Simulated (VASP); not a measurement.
# C (Fmmm) in VASP: notebook, part 2 of 2

VASP 6.6.1. The steps go on from the part before.

### 3 Single point, PBE+D3(BJ)

This run uses another cell than the first one, of 8.93 Å³/atom.

Contents of INCAR:

```
ALGO = Normal ; EDIFF = 1E-6
ENCUT = 520 ; GGA = PE
ISIF = 2 ; ISMEAR = 0
IVDW = 12 ; LASPH = True
LCHARG = False ; LREAL = False
LWAVE = False ; NBANDS = 11
NELM = 80 ; PREC = Accurate
SIGMA = 0.02
```

Contents of KPOINTS:

```
k-points
0
Gamma
  18 18 18
```

Contents of POSCAR:

```
C
1.0
    0.0000000000      2.1341366368      3.3947778443
    1.2327896523      0.0000000000      3.3947778443
    1.2327896523      2.1341366368      0.0000000000
C
2
Direct
    0.1666988944      0.8333011056      0.1666988944
    0.8333011056      0.1666988944      0.8333011056
```

Potentials or basis: VASP PAW PBE potentials, release 64 (C).

On the command line:

```bash
$ cat potpaw_PBE.64/C/POTCAR > POTCAR
$ mpirun -np 1 vasp_std > vasp.out
```

OUTCAR:

```text
EDIFF = 1E-6
   ENCUT = 520
   GGA = PE
   ISIF = 2
   ISMEAR = 0
   IVDW = 12
   LASPH = True
   LREAL = False
   NELM = 80
   PREC = Accurate
 IVDW          = 12

 ion  position               nearest neighbor table
   1  0.167  0.833  0.167-   2 1.42   2 1.42   2 1.42
   2  0.833  0.167  0.833-   1 1.42   1 1.42   1 1.42

  LATTYP: Found a face centered orthorhombic cell.
 ALAT       =     2.4655793046
 B/A-ratio  =     1.7311441841
 C/A-ratio  =     2.7537364853

  Lattice vectors:

 A1 = (   0.0000000000,   2.1341366368,   3.3947778443)
 A2 = (   1.2327896523,   0.0000000000,   3.3947778443)
 A3 = (   1.2327896523,   2.1341366368,   0.0000000000)

Analysis of symmetry for initial positions (statically):
=====================================================================
 Subroutine PRICEL returns:
 Original cell was already a primitive cell.

 Routine SETGRP: Setting up the symmetry group for a
 face centered orthorhombic supercell.

 Subroutine GETGRP returns: Found  8 space group operations
 (whereof  8 operations were pure point group operations)
 out of a pool of  8 trial point group operations.

The static configuration has the point symmetry D_2h.

Analysis of symmetry for dynamics (positions and initial velocities):
=====================================================================
 Subroutine PRICEL returns:
 Original cell was already a primitive cell.

 Routine SETGRP: Setting up the symmetry group for a
 face centered orthorhombic supercell.

 Subroutine GETGRP returns: Found  8 space group operations
 (whereof  8 operations were pure point group operations)
 out of a pool of  8 trial point group operations.

The dynamic configuration has the point symmetry D_2h.

 Subroutine INISYM returns: Found  8 space group operations
 (whereof  8 operations are pure point group operations),
 and found     1 'primitive' translations

----------------------------------------------------------------------------------------

                                     Primitive cell

  volume of cell :      17.8629

  direct lattice vectors                    reciprocal lattice vectors
     0.000000000  2.134136637  3.394777844    -0.405584196  0.234286780  0.147285043
     1.232789652  0.000000000  3.394777844     0.405584196 -0.234286780  0.147285043
     1.232789652  2.134136637  0.000000000     0.405584196  0.234286780 -0.147285043

  length of vectors
     4.009869798  3.611687547  2.464611432     0.491000732  0.491000732  0.491000732

  position of ions in fractional coordinates (direct lattice)
     0.166698894  0.833301106  0.166698894
     0.833301106  0.166698894  0.833301106

  ion indices of the primitive-cell ions
   primitive index   ion index
                 1           1
                 2           2

----------------------------------------------------------------------------------------

 KPOINTS: k-points

Automatic generation of k-mesh.
 Grid dimensions read from file:
[... 24 lines left out ...]
  0.111111 -0.000000 -0.000000      8.000000
  0.166667  0.000000  0.000000      8.000000
  0.222222  0.000000 -0.000000      8.000000
  0.277778  0.000000  0.000000      8.000000
[... 16 lines left out ...]
 -0.277778  0.055556  0.000000      8.000000
 -0.222222  0.055556  0.000000      8.000000
 [... further k-points ...]
   k-points           NKPTS =    865   k-points in BZ     NKDIM =    865   number of bands    NBANDS=     11
   number of dos      NEDOS =    301   number of ions     NIONS =      2
   total plane-waves  NPLWV =  15120
   dimension x,y,z NGX =    30 NGY =   28 NGZ =   18
   dimension x,y,z NGXF=    60 NGYF=   56 NGZF=   36
   ions per type =               2
   NGX,Y,Z   is equivalent  to a cutoff of  12.44, 12.89, 12.14 a.u.
   NGXF,Y,Z  is equivalent  to a cutoff of  24.88, 25.78, 24.28 a.u.
 SYSTEM =  unknown system
   PREC   = accura    normal or accurate (medium, high low for compatibility)
   ISTART =      0    job   : 0-new  1-cont  2-samecut
   ICHARG =      2    charge: 1-file 2-atom 10-const
   ISPIN  =      1    spin polarized calculation?
   LNONCOLLINEAR =      F non collinear calculations
   LSORBIT =      F    spin-orbit coupling
   LASPH  =      T    aspherical Exc in radial PAW
   ENCUT  =  520.0 eV  38.22 Ry    6.18 a.u.   7.46  6.72  4.58*2*pi/ulx,y,z
   NELM   =     80;   NELMIN=  2; NELMDL= -5     # of ELM steps
   EDIFF  = 0.1E-05   stopping-criterion for ELM
   LREAL  =      F    real-space projection
   EDIFFG = 0.1E-04   stopping-criterion for IOM
   NSW    =      0    number of steps for IOM
   IBRION =     -1    ionic relax: 0-MD 1-quasi-New 2-CG
   NFREE  =      0    steps in history (QN), initial steepest desc. (CG)
   ISIF   =      2    stress and relaxation
   ISYM   =      2    0-nonsym 1-usesym 2-fastsym
   POTIM  = 0.5000    time-step for ionic-motion
   TEBEG  =    0.0;   TEEND  =   0.0 temperature during run
   PSTRESS=    0.0 pullay stress
   NELECT =       8.0000    total number of electrons
   NUPDOWN=      -1.0000    fix difference up-down
   EMIN   =  10.00;   EMAX   =-10.00  energy-range for DOS
   EFERMI =   0.00;   METHOD = LEGACY
   ISMEAR =     0;   SIGMA  =   0.02  broadening in eV -4-tet -1-fermi 0-gaus
   EFERMI_NEDOS =   21; number of points for ismear=-14 and -15
   IALGO  =     38    algorithm
   IMIX   =      4    mixing-type and parameters
     AMIX     =   0.40;   BMIX     =  1.00
     AMIX_MAG =   1.60;   BMIX_MAG =  1.00
  volume/ion in A,a.u.               =       8.93        60.27
  Fermi-wavevector in a.u.,A,eV,Ry     =   1.252528  2.366934 21.345166  1.568825
  Thomas-Fermi vector in A             =   2.386424
   LORBIT       =      0    0 simple, 1 ext, 2 COOP (PROOUT), +10 PAW based schemes
   GGA     = PE    functional components
   LHFCALC =     F    Hartree Fock is set to
   AEXX    =    0.0000 exact exchange contribution
   IVDW    =    12    specifies the selected vdW correction
   LEPSILON=     F    determine dielectric tensor
   LRPA    =     F    only Hartree local field effects (RPA)
 non-spin polarized calculation
 Gauss-broadening in eV      SIGMA  =   0.02
  energy-cutoff  :      520.00
  volume of cell :       17.86
 maximum number of plane-waves:       499
 NGX is ok and might be reduce to    30
   NGX = 15   NGY = 13   NGZ =  9

 number of electron       8.0000001 magnetization

 Free energy of the ion-electron system (eV)
  ---------------------------------------------------
  ext. energy  EPLUGINS =         0.00000000
  ---------------------------------------------------
  free energy    TOTEN  =       -18.42388074 eV

  energy without entropy =      -18.42388019  energy(sigma->0) =      -18.42388046

 E-fermi :   4.5795     XC(G=0): -10.2408

 val. band max:        4.5429690965   @ k =  -0.2778   0.0556   0.3333
 cond. band min:       4.6160154707   @ k =  -0.2222   0.1111   0.3333
 fundamental gap:      0.0730463742
 Fermi energy:         4.5794922853

 k-point     1 :       0.0000    0.0000    0.0000
  band No.  band energies     occupation
      1     -15.0639      2.00000
      2      -2.0354      2.00000
      3       1.5665      2.00000
      4       1.5788      2.00000
      5       8.7667      0.00000
      6      12.9078      0.00000
      7      12.9697      0.00000
      8      15.9750      0.00000
      9      17.1893      0.00000
     10      27.2089      0.00000
     11      29.8531      0.00000
[... 309 lines left out ...]
 k-point    24 :      -0.2222    0.0556    0.0000
  band No.  band energies     occupation
      1     -13.2266      2.00000
      2      -3.5192      2.00000
      3      -0.7105      2.00000
      4      -0.1515      2.00000
      5      10.7261      0.00000
      6      11.3223      0.00000
      7      12.6115      0.00000
      8      18.9470      0.00000
      9      20.6541      0.00000
     10      22.8484      0.00000
     11      27.7986      0.00000

 [... further k-points ...]

------------------------ aborting loop because EDIFF is reached ----------------------------------------

 Edisp (eV)   -0.30829

 E8    (eV) :    -0.0872

  FORCE on cell =-STRESS in cart. coord.  units (eV):
  Direction    XX          YY          ZZ          XY          YZ          ZX
  --------------------------------------------------------------------------------------
  -------------------------------------------------------------------------------------
  Total       0.07630     0.07572    -0.00772    -0.00000     0.00000     0.00000
  in kB       6.84361     6.79139    -0.69216    -0.00000     0.00000     0.00000
  external pressure =        4.31 kB  Pullay stress =        0.00 kB

 VOLUME and BASIS-vectors are now :
 -----------------------------------------------------------------------------
  energy-cutoff  :      520.00
  volume of cell :       17.86
      direct lattice vectors                 reciprocal lattice vectors
     0.000000000  2.134136637  3.394777844    -0.405584196  0.234286780  0.147285043
     1.232789652  0.000000000  3.394777844     0.405584196 -0.234286780  0.147285043
     1.232789652  2.134136637  0.000000000     0.405584196  0.234286780 -0.147285043

 POSITION                                       TOTAL-FORCE (eV/Angst)
 -----------------------------------------------------------------------------------
      1.23279      0.71152      3.39478         0.000000     -0.003505      0.000000
      1.23279      3.55676      3.39478         0.000000      0.003505      0.000000
 -----------------------------------------------------------------------------------
    total drift:                                0.000000      0.000000      0.000000

  FREE ENERGIE OF THE ION-ELECTRON SYSTEM (eV)
  ---------------------------------------------------
  free  energy   TOTEN  =       -18.7321666735 eV

  energy  without entropy=      -18.7321661222  energy(sigma->0) =      -18.73216640
```

stdout:

```text
POSCAR found type information on POSCAR C
 POSCAR found :  1 types and       2 ions
 scaLAPACK will be used
 LDA part: xc-table for (Slater+PW92), standard interpolation
 POSCAR, INCAR and KPOINTS ok, starting setup
 FFT: planning ... GRIDC
 FFT: planning ... GRID_SOFT
 FFT: planning ... GRID
 WAVECAR not read
 entering main loop
```

It took 6 min on 1 thread of Intel Xeon 8259CL, shared host; peak memory 0.26 GiB.

Results:

```yaml
Free_energy: -18.7322 eV
Pressure: 0.4 GPa
Largest_force: 0.004 eV/Å
Dispersion_energy_per_atom: -0.154 eV
```

Forces on the atoms (eV/Å):
```
C    0.000 -0.004  0.000
C    0.000  0.004  0.000
```

Stress tensor (GPa, compression positive):
```
 0.68  0.00  0.00
 0.00  0.68  0.00
 0.00  0.00 -0.07
```

### 4 Relaxation of cell and atoms, PBE+D3(BJ)

Contents of INCAR:

```
PREC     = Accurate       # precision mode
ENCUT    = 600            # plane-wave cutoff, eV
EDIFF    = 1E-6           # SCF threshold, eV
ISMEAR   = 0              # smearing method
SIGMA    = 0.02           # smearing width, eV
LREAL    = F              # projectors in reciprocal space
LASPH    = T              # aspherical terms in the spheres
NELM     = 100            # most SCF steps
ALGO     = Normal         # electronic algorithm
ISIF     = 3              # what is computed and relaxed
LWAVE    = F              # write WAVECAR
LCHARG   = F              # write CHGCAR
GGA      = PE             # functional
IVDW     = 12             # dispersion correction
IBRION   = 2              # ionic algorithm
NSW      = 100            # ionic steps
EDIFFG   = -0.005         # ionic threshold
```

Contents of KPOINTS:

```
regular mesh
0
Gamma
  18 18 18
```

Contents of POSCAR:

```
C
1.0
    0.0000000000      2.1345498270      3.4030701025
    1.2324752580      0.0000000000      3.4030701025
    1.2324752580      2.1345498270      0.0000000000
C
2
Direct
    0.1667306021      0.8332693979      0.1667306021
    0.8332693979      0.1667306021      0.8332693979
```

Potentials or basis: VASP PAW PBE potentials, release 64 (C).

On the command line:

```bash
$ cat potpaw_PBE.64/C/POTCAR > POTCAR
$ mpirun -np 1 vasp_std > vasp.out
```

OUTCAR:

```text
PREC = Accurate
   ENCUT = 600
   EDIFF = 1E-6
   ISMEAR = 0
   LREAL = F
   LASPH = T
   NELM = 100
   ISIF = 3
   GGA = PE
   IVDW = 12
   IBRION = 2
   NSW = 100
   EDIFFG = -0.005
 IVDW          = 12

 ion  position               nearest neighbor table
   1  0.167  0.833  0.167-   2 1.42   2 1.42   2 1.42
   2  0.833  0.167  0.833-   1 1.42   1 1.42   1 1.42

  LATTYP: Found a face centered orthorhombic cell.
 ALAT       =     2.4649505160
 B/A-ratio  =     1.7319210371
 C/A-ratio  =     2.7611670745

  Lattice vectors:

 A1 = (   0.0000000000,   2.1345498270,   3.4030701025)
 A2 = (   1.2324752580,   0.0000000000,   3.4030701025)
 A3 = (   1.2324752580,   2.1345498270,   0.0000000000)

Analysis of symmetry for initial positions (statically):
=====================================================================
[... 374 lines left out ...]

 number of electron       8.0000000 magnetization

 Free energy of the ion-electron system (eV)
  ---------------------------------------------------
  ext. energy  EPLUGINS =         0.00000000
  ---------------------------------------------------
  free energy    TOTEN  =       -18.42635652 eV

  energy without entropy =      -18.42635611  energy(sigma->0) =      -18.42635632

 E-fermi :   4.6358     XC(G=0): -10.2863

 val. band max:        4.5977452024   @ k =  -0.2778   0.0556   0.3333
 cond. band min:       4.6738375336   @ k =  -0.2222   0.1111   0.3333
 fundamental gap:      0.0760923312
 Fermi energy:         4.6357913843

 k-point     1 :       0.0000    0.0000    0.0000
  band No.  band energies     occupation
      1     -15.0115      2.00000
      2      -1.9393      2.00000
      3       1.6232      2.00000
      4       1.6389      2.00000
      5       8.8827      0.00000
      6      12.9656      0.00000
      7      13.0286      0.00000
      8      16.0251      0.00000
[... 243 lines left out ...]
 k-point    24 :      -0.2222    0.0556    0.0000
  band No.  band energies     occupation
      1     -13.1731      2.00000
      2      -3.4584      2.00000
      3      -0.6523      2.00000
      4      -0.0646      2.00000
      5      10.7725      0.00000
      6      11.4318      0.00000
      7      12.6724      0.00000
      8      19.0015      0.00000

 [... further k-points ...]

------------------------ aborting loop because EDIFF is reached ----------------------------------------

 Edisp (eV)   -0.31081

 E8    (eV) :    -0.0880
[... 25 lines left out ...]
  FREE ENERGIE OF THE ION-ELECTRON SYSTEM (eV)
  ---------------------------------------------------
  free  energy   TOTEN  =       -18.7371644453 eV

  energy  without entropy=      -18.7371640303  energy(sigma->0) =      -18.73716424

 reached required accuracy - stopping structural energy minimisation
```

CONTCAR:

```text
C
   1.00000000000000
     0.0000000000000000    2.1342379522829242    3.3717166763714248
     1.2328801903483066    0.0000000000000000    3.3717166763714248
     1.2328801903483066    2.1342379522829242    0.0000000000000000
  C
     2
Direct
     0.1666929959656450    0.8333070040343549    0.1666929959656450
     0.8333070040343549    0.1666929959656450    0.8333070040343549

  0.00000000E+00  0.00000000E+00  0.00000000E+00
  0.00000000E+00  0.00000000E+00  0.00000000E+00
```

Run time: 24 min. Hardware: 1 thread of Intel Xeon 8259CL, shared host; peak memory 0.27 GiB.

What came out:

```
Free energy                           : -18.7372 eV
Relaxed volume                        : 8.87 Å³/atom
Relaxed cell                          : a = 3.990 Å, b = 3.590 Å, c = 2.465 Å, α = 80.11°, β = 62.41°, γ = 37.48°
Space group after relaxing (to 0.1 Å) : Fmmm (No. 69)
Energy gained by relaxing             : 0.1 meV/atom
Ionic steps                           : 15
Pressure after relaxing               : 0.0 GPa
Dispersion energy per atom            : -0.155 eV
```

Step by step:
```tsv
step	energy change (eV)	largest force (eV/Å)	pressure (GPa)	volume (Å³)
1	0.0000	0.0239	0.04	17.91
2	0.0001	0.1186	-0.46	17.91
3	0.0000	0.0136	-0.11	17.91
4	-0.0001	0.0069	-0.21	17.89
5	-0.0001	0.0153	-0.29	17.89
6	-0.0001	0.0127	-0.25	17.88
7	-0.0001	0.0048	-0.07	17.85
8	-0.0002	0.0111	0.27	17.78
9	-0.0002	0.0064	0.19	17.77
10	-0.0002	0.0072	0.11	17.74
11	-0.0002	0.0065	0.09	17.74
12	-0.0002	0.0002	0.09	17.76
13	-0.0002	0.0051	0.09	17.74
14	-0.0002	0.0056	0.04	17.74
15	-0.0002	0.0006	0.02	17.74
```

Final structure:
```
C
1.0
     0.00000    2.13424    3.37172
     1.23288    0.00000    3.37172
     1.23288    2.13424    0.00000
C
2
Direct
  0.16669 0.83331 0.16669
  0.83331 0.16669 0.83331
```

### 5 The runs side by side

| task | cell | k mesh | cutoff (eV) | pressure (GPa) |
| --- | --- | --- | --- | --- |
| single point | a = 4.017, b = 3.619, c = 2.465 Å, angles 80.2, 62.6, 37.2°, 2 atoms | 14 × 14 × 14 | 520 | 0.5 |
| single point | a = 4.010, b = 3.612, c = 2.465 Å, angles 80.2, 62.6, 37.3°, 2 atoms | 18 × 18 × 18 | 520 | 0.4 |
| relaxation of cell and atoms | relaxed from a = 4.017, b = 3.619, c = 2.465 Å, angles 80.2, 62.6, 37.2°, 2 atoms | 18 × 18 × 18 | 600 | 0.0 |

Alike in all rows: level PBE+D3(BJ); potentials or basis VASP PAW PBE potentials, release 64 (C); no spin polarisation; smearing gaussian 0.02 eV.

Total energies depend on the potentials used, so only differences within one code and one set of settings carry meaning.
